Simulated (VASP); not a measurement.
# HgTe (F-43m) in VASP: notebook, part 2 of 2

VASP 6.6.1.

### 4 Electric field gradients, LDA (volume scaled by 1.06)

The input, INCAR:

```
SYSTEM = HgTe
PREC = Accurate
ENCUT = 520
EDIFF = 1E-8
ISMEAR = -1
SIGMA = 0.03
LREAL = .False.
LASPH = .True.
NELM = 80
ALGO = Normal
ISIF = 2
LWAVE = .False.
LCHARG = .False.
GGA = CA
LEFG = .True.
NBANDS = 16
```

The input, KPOINTS:

```
Automatic mesh
0
Gamma
  11 11 11
  0 0 0
```

The input, POSCAR:

```
HgTe
1.0
    0.0000000000      3.2867219331      3.2867219331
    3.2867219331      0.0000000000      3.2867219331
    3.2867219331      3.2867219331      0.0000000000
Hg Te
1 1
Direct
    0.0000000000      0.0000000000      0.0000000000
    0.7500000000      0.7500000000      0.7500000000
```

Potentials or basis: VASP PAW LDA potentials, release 64 (Hg, Te).

Launch:

```sh
cat potpaw_LDA.64/Hg/POTCAR potpaw_LDA.64/Te/POTCAR > POTCAR
mpirun -np 1 vasp_std > vasp.out
```

OUTCAR:

```text
SYSTEM = HgTe
   PREC = Accurate
   ENCUT = 520
   EDIFF = 1E-8
   ISMEAR = -1
   LREAL = .False.
   LASPH = .True.
   NELM = 80
   ISIF = 2
   GGA = CA

 ion  position               nearest neighbor table
   1  0.000  0.000  0.000-   2 2.85   2 2.85   2 2.85   2 2.85
   2  0.750  0.750  0.750-   1 2.85   1 2.85   1 2.85   1 2.85

  LATTYP: Found a face centered cubic cell.
 ALAT       =     6.5734438662

  Lattice vectors:

 A1 = (   0.0000000000,   3.2867219331,   3.2867219331)
 A2 = (   3.2867219331,   0.0000000000,   3.2867219331)
[... 667 lines left out ...]
  ---------------------------------------------------
  free  energy   TOTEN  =        -5.0079451838 eV

  energy  without entropy=       -5.0077943145  energy(sigma->0) =       -5.00786975

 Electric field gradients (V/A^2)
---------------------------------------------------------------------
 ion       V_xx      V_yy      V_zz      V_xy      V_xz      V_yz
---------------------------------------------------------------------
   1       0.000    -0.000     0.000     0.000     0.000     0.000
   2      -0.000     0.000    -0.000    -0.000    -0.000    -0.000
---------------------------------------------------------------------

 Electric field gradients after diagonalization (V/A^2)
 (convention: |V_zz| > |V_xx| > |V_yy|)
----------------------------------------------------------------------
 ion       V_xx      V_yy      V_zz     asymmetry (V_yy - V_xx)/ V_zz
----------------------------------------------------------------------
   1      -0.000    -0.000     0.001       0.000
   2       0.000     0.000    -0.000       0.000
----------------------------------------------------------------------

           NMR quadrupolar parameters

 Cq : quadrupolar parameter    Cq=e*Q*V_zz/h
 eta: asymmetry parameters     (V_yy - V_xx)/ V_zz
 Q  : nuclear electric quadrupole moment in mb (millibarn)
----------------------------------------------------------------------
 ion       Cq(MHz)       eta       Q (mb)
----------------------------------------------------------------------
   1       0.000       0.000       1.000
   2      -0.000       0.000       1.000
----------------------------------------------------------------------
```

OSZICAR:

```text
N       E                     dE             d eps       ncg     rms          rms(c)
DAV:   1     0.101707523258E+03    0.10171E+03   -0.80633E+03  1808   0.973E+02
DAV:   2    -0.145279722672E+01   -0.10316E+03   -0.96595E+02  2056   0.222E+02
DAV:   3    -0.518912916504E+01   -0.37363E+01   -0.37255E+01  2184   0.439E+01
DAV:   4    -0.522726147507E+01   -0.38132E-01   -0.38130E-01  2640   0.395E+00
DAV:   5    -0.522738859203E+01   -0.12712E-03   -0.12712E-03  2328   0.200E-01    0.684E+00
DAV:   6    -0.502342327772E+01    0.20397E+00   -0.38908E-01  2176   0.832E+00    0.552E+00
DAV:   7    -0.501093627198E+01    0.12487E-01   -0.81788E-02  2160   0.195E+00    0.207E+00
DAV:   8    -0.500829146250E+01    0.26448E-02   -0.86057E-03  1944   0.107E+00    0.466E-01
DAV:   9    -0.500794662729E+01    0.34484E-03   -0.65571E-04  2392   0.274E-01    0.905E-02
DAV:  10    -0.500794399481E+01    0.26325E-05   -0.63881E-05  2184   0.717E-02    0.461E-02
DAV:  11    -0.500794573133E+01   -0.17365E-05   -0.97641E-06  2360   0.229E-02    0.155E-02
DAV:  12    -0.500794518547E+01    0.54586E-06   -0.14708E-06  1992   0.801E-03    0.902E-03
DAV:  13    -0.500794519858E+01   -0.13103E-07   -0.12028E-07  2384   0.239E-03    0.605E-03
DAV:  14    -0.500794518444E+01    0.14139E-07   -0.36483E-08  2048   0.224E-03    0.113E-03
DAV:  15    -0.500794518381E+01    0.62528E-09   -0.85965E-09  1144   0.535E-04
   1 F= -.50079452E+01 E0= -.50078697E+01  d E =-.150869E-03
```

It took 24 s on 1 thread of Intel Xeon 6975P-C (Granite Rapids), shared host; peak memory 0.21 GiB.

What came out:

```
Free energy            : -5.0079 eV
Pressure               : -2.4 GPa
Band gap on the k mesh : zero (filled and empty bands touch)
```

Caveat: without QUAD_EFG the Cq values of the log hold for a quadrupole moment of 1 mb, not for the nuclei; spin-orbit coupling is left out, which moves the levels of the heavy elements.

### 5 Electric field gradients, LDA (volume scaled by 0.95)

The input, INCAR:

```
SYSTEM = HgTe
PREC = Accurate ; ENCUT = 520
EDIFF = 1E-8 ; ISMEAR = -1
SIGMA = 0.03 ; LREAL = .FALSE.
LASPH = .TRUE. ; NELM = 60
ALGO = Normal ; ISIF = 2
LWAVE = .FALSE. ; LCHARG = .FALSE.
GGA = CA ; LEFG = .TRUE.
NBANDS = 16
```

The input, KPOINTS:

```
regular mesh
0
G
  11 11 11
  0 0 0
```

The input, POSCAR:

```
HgTe
1.0
    0.0000000000      3.1688538499      3.1688538499
    3.1688538499      0.0000000000      3.1688538499
    3.1688538499      3.1688538499      0.0000000000
Hg Te
1 1
Direct
    0.0000000000      0.0000000000      0.0000000000
    0.7500000000      0.7500000000      0.7500000000
```

Potentials or basis: VASP PAW LDA potentials, release 64 (Hg, Te).

Launch:

```sh
cat potpaw_LDA.64/Hg/POTCAR potpaw_LDA.64/Te/POTCAR > POTCAR
mpirun -np 1 vasp_std > vasp.out
```

OUTCAR:

```text
SYSTEM = HgTe
   PREC = Accurate
   ENCUT = 520
   EDIFF = 1E-8
   ISMEAR = -1
   LREAL = .FALSE.
   LASPH = .TRUE.
   NELM = 60
   ISIF = 2
   GGA = CA

 ion  position               nearest neighbor table
   1  0.000  0.000  0.000-   2 2.74   2 2.74   2 2.74   2 2.74
   2  0.750  0.750  0.750-   1 2.74   1 2.74   1 2.74   1 2.74

  LATTYP: Found a face centered cubic cell.
 ALAT       =     6.3377076998

  Lattice vectors:

 A1 = (   0.0000000000,   3.1688538499,   3.1688538499)
 A2 = (   3.1688538499,   0.0000000000,   3.1688538499)
[... 668 lines left out ...]
  ---------------------------------------------------
  free  energy   TOTEN  =        -5.0104150563 eV

  energy  without entropy=       -5.0102883377  energy(sigma->0) =       -5.01035170

 Electric field gradients (V/A^2)
---------------------------------------------------------------------
 ion       V_xx      V_yy      V_zz      V_xy      V_xz      V_yz
---------------------------------------------------------------------
   1      -0.000    -0.000    -0.000    -0.001    -0.001    -0.001
   2       0.000     0.000    -0.000     0.000     0.000     0.000
---------------------------------------------------------------------

 Electric field gradients after diagonalization (V/A^2)
 (convention: |V_zz| > |V_xx| > |V_yy|)
----------------------------------------------------------------------
 ion       V_xx      V_yy      V_zz     asymmetry (V_yy - V_xx)/ V_zz
----------------------------------------------------------------------
   1       0.001     0.001    -0.001       0.000
   2      -0.000    -0.000     0.000       0.000
----------------------------------------------------------------------

           NMR quadrupolar parameters

 Cq : quadrupolar parameter    Cq=e*Q*V_zz/h
 eta: asymmetry parameters     (V_yy - V_xx)/ V_zz
 Q  : nuclear electric quadrupole moment in mb (millibarn)
----------------------------------------------------------------------
 ion       Cq(MHz)       eta       Q (mb)
----------------------------------------------------------------------
   1      -0.000       0.000       1.000
   2       0.000       0.000       1.000
----------------------------------------------------------------------
```

stdout:

```text
POSCAR found type information on POSCAR HgTe
 POSCAR found :  2 types and       2 ions
 scaLAPACK will be used
 LDA part: xc-table for (Slater(with rela. corr.)+CA(PZ))
 , standard interpolation
 POSCAR, INCAR and KPOINTS ok, starting setup
 FFT: planning ... GRIDC
 FFT: planning ... GRID_SOFT
 FFT: planning ... GRID
 WAVECAR not read
 entering main loop
ion   1

ion   2
```

It took 60 s on 1 thread of Intel Xeon 6975P-C, shared host; peak memory 0.21 GiB.

What came out:

```
Free energy            : -5.0104 eV
Pressure               : 2.8 GPa
Band gap on the k mesh : zero (filled and empty bands touch)
```

Caveat: without QUAD_EFG the Cq values of the log hold for a quadrupole moment of 1 mb, not for the nuclei; spin-orbit coupling is left out, which moves the levels of the heavy elements.

### 6 Summary

```tsv
cell	gap on the mesh (eV)	pressure (GPa)
a = 4.619 Å, angles 60.0°, 2 atoms	none	-1.7
a = 4.648 Å, angles 60.0°, 2 atoms	none	-2.4
a = 4.481 Å, angles 60.0°, 2 atoms	none	2.8
```

Alike in all rows: task electric field gradients; level LDA; potentials or basis VASP PAW LDA potentials, release 64 (Hg, Te); no spin polarisation; k mesh 11 × 11 × 11; cutoff (eV) 520; smearing fermi-dirac 0.03 eV.

Caveats: spin-orbit coupling is left out, which moves the levels of the heavy elements.

Absolute energies hang on the potentials; compare differences alone.
